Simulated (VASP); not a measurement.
# TiAl3 (I4/mmm) in VASP: notebook, part 2 of 2

VASP 6.6.1. Earlier steps stand in the parts before.

### 4 Single point, PBE

This run uses another cell than the first one, of 15.28 Å³/atom, 0.977 times its volume.

The input, INCAR:

```
ALGO     = Fast           # electronic algorithm
EDIFF    = 1E-6           # SCF threshold, eV
ENCUT    = 520            # plane-wave cutoff, eV
GGA      = PE             # functional
ISIF     = 2              # what is computed and relaxed
ISMEAR   = -1             # smearing method
LASPH    = T              # aspherical terms in the spheres
LCHARG   = F              # write CHGCAR
LREAL    = F              # projectors in reciprocal space
LWAVE    = F              # write WAVECAR
NBANDS   = 18             # bands
NELM     = 100            # most SCF steps
PREC     = Accurate       # precision mode
SIGMA    = 0.15           # smearing width, eV
```

The input, KPOINTS:

```
k-points
0
Gamma
  16 16 16
```

The input, POSCAR:

```
TiAl3
1.0
   -1.8989573342      1.8989573342      4.2362958788
    1.8989573342     -1.8989573342      4.2362958788
    1.8989573342      1.8989573342     -4.2362958788
Ti Al
1 3
Direct
    0.0000000000      0.0000000000      0.0000000000
    0.5000000000      0.5000000000      0.0000000000
    0.7500000000      0.2500000000      0.5000000000
    0.2500000000      0.7500000000      0.5000000000
```

Potentials or basis: VASP PAW PBE potentials, release 64 (Ti_sv, Al).

Run with:

```sh
cat potpaw_PBE.64/Ti_sv/POTCAR potpaw_PBE.64/Al/POTCAR > POTCAR
mpirun -np 1 vasp_std > vasp.out
```

OUTCAR:

```text
EDIFF = 1E-6
   ENCUT = 520
   GGA = PE
   ISIF = 2
   ISMEAR = -1
   LASPH = T
   LREAL = F
   NELM = 100
   PREC = Accurate

 ion  position               nearest neighbor table
   1  0.000  0.000  0.000-   2 2.69   2 2.69   2 2.69   2 2.69   4 2.84   3 2.84   4 2.84   4 2.84
                             3 2.84   3 2.84   4 2.84   3 2.84
   2  0.500  0.500  0.000-   1 2.69   1 2.69   1 2.69   1 2.69   4 2.84   3 2.84   4 2.84   3 2.84
                             4 2.84   4 2.84   3 2.84   3 2.84
   3  0.750  0.250  0.500-   4 2.69   4 2.69   4 2.69   4 2.69   2 2.84   1 2.84   2 2.84   1 2.84
                             2 2.84   2 2.84   1 2.84   1 2.84
   4  0.250  0.750  0.500-   3 2.69   3 2.69   3 2.69   3 2.69   2 2.84   1 2.84   2 2.84   2 2.84
                             1 2.84   1 2.84   2 2.84   1 2.84

  LATTYP: Found a body centered tetragonal cell.
 ALAT       =     3.7979146684
 C/A-ratio  =     2.2308536387

  Lattice vectors:

 A1 = (  -1.8989573342,   1.8989573342,   4.2362958788)
 A2 = (   1.8989573342,  -1.8989573342,   4.2362958788)
 A3 = (   1.8989573342,   1.8989573342,  -4.2362958788)

Analysis of symmetry for initial positions (statically):
[... 180 lines left out ...]
 val. band max:        8.6420746103   @ k =  -0.3125  -0.3750   0.0625
 cond. band min:       8.6471294521   @ k =  -0.1250  -0.3125   0.0625
 fundamental gap:      0.0050548418
 Fermi energy:         8.6433730426

 k-point     1 :       0.0000    0.0000    0.0000
  band No.  band energies     occupation
      1     -47.7556      2.00000
      2     -24.0804      2.00000
      3     -24.0804      2.00000
      4     -24.0009      2.00000
      5      -1.6500      2.00000
      6       5.7526      2.00000
[... 481 lines left out ...]
      5      -1.5670      2.00000
      6       5.8227      2.00000
[... 10 lines left out ...]
     17      12.7038      0.00000
     18      12.9455      0.00000

 [... further k-points ...]

------------------------ aborting loop because EDIFF is reached ----------------------------------------

  FORCE on cell =-STRESS in cart. coord.  units (eV):
  Direction    XX          YY          ZZ          XY          YZ          ZX
  --------------------------------------------------------------------------------------
  -------------------------------------------------------------------------------------
  Total        1.8906506      1.8906506      1.8896384      0.0000000      0.0000000      0.0000000
  in kB       49.5729967     49.5729967     49.5464561      0.0000000      0.0000000      0.0000000
  external PRESSURE =      49.5641498 kB  Pullay stress =       0.0000000 kB

 VOLUME and BASIS-vectors are now :
 -----------------------------------------------------------------------------
  energy-cutoff  :      520.00
  volume of cell :       61.10
      direct lattice vectors                 reciprocal lattice vectors
    -1.898957334  1.898957334  4.236295879     0.000000000  0.263302388  0.118027639
     1.898957334 -1.898957334  4.236295879     0.263302388  0.000000000  0.118027639
     1.898957334  1.898957334 -4.236295879     0.263302388  0.263302388  0.000000000

 POSITION                                       TOTAL-FORCE (eV/Angst)
 -----------------------------------------------------------------------------------
      0.00000      0.00000      0.00000        -0.000000      0.000000      0.000000
      0.00000      0.00000      4.23630        -0.000000      0.000000      0.000000
      0.00000      1.89896      2.11815        -0.000000     -0.000000     -0.000000
      1.89896      0.00000      2.11815         0.000000     -0.000000      0.000000
 -----------------------------------------------------------------------------------
    total drift:                               -0.000000     -0.000000     -0.000000

  FREE ENERGIE OF THE ION-ELECTRON SYSTEM (eV)
  ---------------------------------------------------
  free  energy   TOTEN  =       -20.6866186626 eV

  energy  without entropy=      -20.5563671358  energy(sigma->0) =      -20.62149290
```

OSZICAR:

```text
N       E                     dE             d eps       ncg     rms          rms(c)
DAV:   1     0.123428724094E+03    0.12343E+03   -0.92346E+03 12564   0.109E+03
DAV:   2    -0.138823350508E+02   -0.13731E+03   -0.13364E+03 12826   0.288E+02
DAV:   3    -0.224012237914E+02   -0.85189E+01   -0.83492E+01 19656   0.664E+01
[... 20 lines left out ...]
RMM:  24    -0.206866142020E+02   -0.21106E-05   -0.24135E-05 14214   0.149E-02    0.887E-03
RMM:  25    -0.206866158549E+02   -0.16529E-05   -0.18354E-05 14835   0.138E-02    0.575E-03
RMM:  26    -0.206866170389E+02   -0.11840E-05   -0.13719E-05 14024   0.119E-02    0.521E-03
RMM:  27    -0.206866179616E+02   -0.92266E-06   -0.10962E-05 12889   0.105E-02    0.464E-03
RMM:  28    -0.206866186626E+02   -0.70109E-06   -0.84183E-06 12382   0.967E-03
   1 F= -.20686619E+02 E0= -.20621493E+02  d E =-.130252E+00
```

stdout:

```text
POSCAR found type information on POSCAR TiAl
 POSCAR found :  2 types and       4 ions
 scaLAPACK will be used
 LDA part: xc-table for (Slater+PW92), standard interpolation
 POSCAR, INCAR and KPOINTS ok, starting setup
 FFT: planning ... GRIDC
 FFT: planning ... GRID_SOFT
 FFT: planning ... GRID
 WAVECAR not read
 entering main loop
WARNING in EDDRMM: call to ZHEGV failed, returncode =   8  4     16
WARNING in EDDRMM: call to ZHEGV failed, returncode =   6  3     12
WARNING in EDDRMM: call to ZHEGV failed, returncode =   8  4     14
WARNING in EDDRMM: call to ZHEGV failed, returncode =   8  4     17
```

It took 12 min on 1 thread of Intel Xeon Platinum 8559C (Emerald Rapids), shared host; peak memory 0.53 GiB.

What came out:

```
Free energy : -20.6866 eV
Pressure    : 5.0 GPa
```

### 5 Single point, PBE

This run uses another cell than the first one, of 15.96 Å³/atom, 1.021 times its volume.

The input, INCAR:

```
  ALGO = Fast
  EDIFF = 1E-7
  ENCUT = 520
  GGA = PE
  ISIF = 2
  ISMEAR = -1
  LASPH = True
  LCHARG = False
  LREAL = False
  LWAVE = False
  NBANDS = 18
  NELM = 60
  PREC = Accurate
  SIGMA = 0.15
```

KPOINTS is that of step 4.

The input, POSCAR:

```
TiAl3
1.0
   -1.9260708503      1.9260708503      4.3010270434
    1.9260708503     -1.9260708503      4.3010270434
    1.9260708503      1.9260708503     -4.3010270434
Ti Al
1 3
Direct
    0.0000000000      0.0000000000      0.0000000000
    0.5000000000      0.5000000000      0.0000000000
    0.7500000000      0.2500000000      0.5000000000
    0.2500000000      0.7500000000      0.5000000000
```

Run with:

```sh
cat potpaw_PBE.64/Ti_sv/POTCAR potpaw_PBE.64/Al/POTCAR > POTCAR
mpirun -np 1 vasp_std > vasp.out
```

It took 18 min on 1 thread of Intel Xeon Platinum 8559C (Emerald Rapids), shared host; peak memory 0.55 GiB.

It converged, with:

```yaml
Free_energy: -20.7276 eV
Pressure: 0.0 GPa
```

Levels at points of the mesh, in eV from the Fermi level:
```tsv
k point	band 9	band 10	band 11	band 12	band 13	band 14
(0.00, 0.00, 0.00)	-1.26	-1.26	0.79	1.65	1.65	2.19
(0.50, 0.00, 0.00)	-1.09	-0.27	0.46	1.74	2.00	2.64
(0.50, 0.50, 0.00)	-2.75	-2.23	-1.00	1.70	1.88	2.64
(0.50, 0.50, 0.50)	-0.99	-0.26	0.67	0.67	0.90	3.01
```

### 6 Single point, PBE

This run uses another cell than the first one: it holds 8 atoms, not 4.

The input, INCAR:

```
PREC = Accurate
ENCUT = 520
EDIFF = 1E-7
ISMEAR = 0
SIGMA = 0.1
LREAL = False
LASPH = True
NELM = 100
ALGO = Fast
ISIF = 2
LWAVE = False
LCHARG = False
GGA = PE
NBANDS = 31
```

The input, KPOINTS:

```
regular mesh
0
Gamma
  8 8 6
```

The input, POSCAR:

```
TiAl3
1.0
    1.9226734294      1.9226734294     -4.3114047962
    1.9226734294      1.9226734294      4.3114047962
    3.8453468587     -3.8453468587      0.0000000000
Ti Al
2 6
Direct
    0.5000000000      0.5000000000      0.5000000000
    0.0000000000      0.0000000000      0.0000000000
    0.5000000000      0.5000000000      0.0000000000
    0.0000000000      0.0000000000      0.5000000000
    0.0000000000      0.5000000000      0.7500000000
    0.5000000000      0.0000000000      0.2500000000
    0.0000000000      0.5000000000      0.2500000000
    0.5000000000      0.0000000000      0.7500000000
```

Potentials or basis: VASP PAW PBE potentials, release 64 (Ti_sv, Al).

Run with:

```sh
cat potpaw_PBE.64/Ti_sv/POTCAR potpaw_PBE.64/Al/POTCAR > POTCAR
mpirun -np 1 vasp_std > vasp.out
```

OUTCAR:

```text
PREC = Accurate
   ENCUT = 520
   EDIFF = 1E-7
   ISMEAR = 0
   LREAL = False
   LASPH = True
   NELM = 100
   ISIF = 2
   GGA = PE

 ion  position               nearest neighbor table
   1  0.500  0.500  0.500-   3 2.72   3 2.72   4 2.72   4 2.72   7 2.89   8 2.89   5 2.89   6 2.89
                             8 2.89   5 2.89   7 2.89   6 2.89
   2  0.000  0.000  0.000-   4 2.72   4 2.72   3 2.72   3 2.72   7 2.89   8 2.89   5 2.89   5 2.89
[... 1058 lines left out ...]
  Total       -0.0124347     -0.0124347     -0.0972157      0.0377946      0.0000000      0.0000000
  in kB       -0.1562524     -0.1562524     -1.2215946      0.4749206      0.0000000      0.0000000
  external PRESSURE =      -0.5113665 kB  Pullay stress =       0.0000000 kB

 VOLUME and BASIS-vectors are now :
 -----------------------------------------------------------------------------
  energy-cutoff  :      520.00
  volume of cell :      127.50
      direct lattice vectors                 reciprocal lattice vectors
     1.922673429  1.922673429 -4.311404796     0.130027282  0.130027282 -0.115971481
     1.922673429  1.922673429  4.311404796     0.130027282  0.130027282  0.115971481
     3.845346859 -3.845346859  0.000000000     0.130027282 -0.130027282  0.000000000

 POSITION                                       TOTAL-FORCE (eV/Angst)
 -----------------------------------------------------------------------------------
      3.84535      0.00000      0.00000        -0.000000      0.000000     -0.000000
      0.00000      0.00000      0.00000        -0.000000      0.000000     -0.000000
      1.92267      1.92267      0.00000        -0.000000      0.000000     -0.000000
      1.92267     -1.92267      0.00000        -0.000000      0.000000     -0.000000
      3.84535     -1.92267      2.15570         0.000000     -0.000000     -0.000000
      1.92267      0.00000     -2.15570        -0.000000      0.000000      0.000000
      1.92267      0.00000      2.15570         0.000000     -0.000000      0.000000
      3.84535     -1.92267     -2.15570        -0.000000      0.000000     -0.000000
 -----------------------------------------------------------------------------------
    total drift:                               -0.000000      0.000000      0.000000

  FREE ENERGIE OF THE ION-ELECTRON SYSTEM (eV)
  ---------------------------------------------------
  free  energy   TOTEN  =       -41.3416495821 eV

  energy  without entropy=      -41.3282741593  energy(sigma->0) =      -41.33496187
```

stdout:

```text
POSCAR found type information on POSCAR TiAl
 POSCAR found :  2 types and       8 ions
[... 46 lines left out ...]
 num prob  num prob  num prob  num prob  num prob  num prob  num prob  num prob  num prob  num prob  num prob  num prob  num prob  num prob  num prob  num prob  num prob  num prob  num prob  num prob  num prob  num prob  num prob  num prob  num prob  num prob  num prob  num prob  num prob  num prob  num prob  num prob  num prob  num prob WARNING in EDDRMM: call to ZHEGV failed, returncode =   8  4     16
 num prob  num prob  num prob  num prob  num prob  num prob  num prob  num prob  num prob  num prob  num prob  num prob  num prob  num prob  num prob  num prob  num prob
```

Run time: 35 min. Hardware: 1 thread of Intel Xeon 8259CL, shared host; peak memory 0.43 GiB.

Results:

```yaml
Free_energy: -41.3416 eV
Pressure: -0.1 GPa
Band_gap_on_the_k_mesh: zero (band 21 reaches 8.67 eV, above the bottom of band 22 at 6.95 eV)
```

Stress tensor (GPa, compression positive):
```
-0.02  0.05  0.00
 0.05 -0.02  0.00
 0.00  0.00 -0.12
```

### 7 The runs side by side

| task | cell | k mesh | cutoff (eV) | smearing | gap on the mesh (eV) | pressure (GPa) |
| --- | --- | --- | --- | --- | --- | --- |
| relaxation of cell and atoms | relaxed from a = 5.062 Å, angles 135.6, 135.6, 64.5°, 4 atoms | 16 × 16 × 16 | 600 | gaussian 0.1 eV | none | 0.0 |
| single point | a = 4.832 Å, angles 135.4, 135.4, 64.8°, 4 atoms | 16 × 16 × 16 | 520 | fermi-dirac 0.15 eV | none | 22.0 |
| single point | a = 5.016 Å, angles 135.5, 135.5, 64.7°, 4 atoms | 16 × 16 × 16 | 520 | fermi-dirac 0.15 eV | none | 5.0 |
| single point | a = 5.091 Å, angles 135.5, 135.5, 64.7°, 4 atoms | 16 × 16 × 16 | 520 | fermi-dirac 0.15 eV | none | 0.0 |
| single point | a = 5.097, b = 5.097, c = 5.438 Å, angles 90.0, 90.0, 115.5°, 8 atoms | 8 × 8 × 6 | 520 | gaussian 0.1 eV | none | -0.1 |

Alike in all rows: level PBE; potentials or basis VASP PAW PBE potentials, release 64 (Ti_sv, Al); no spin polarisation.

Absolute energies hang on the potentials; compare differences alone.
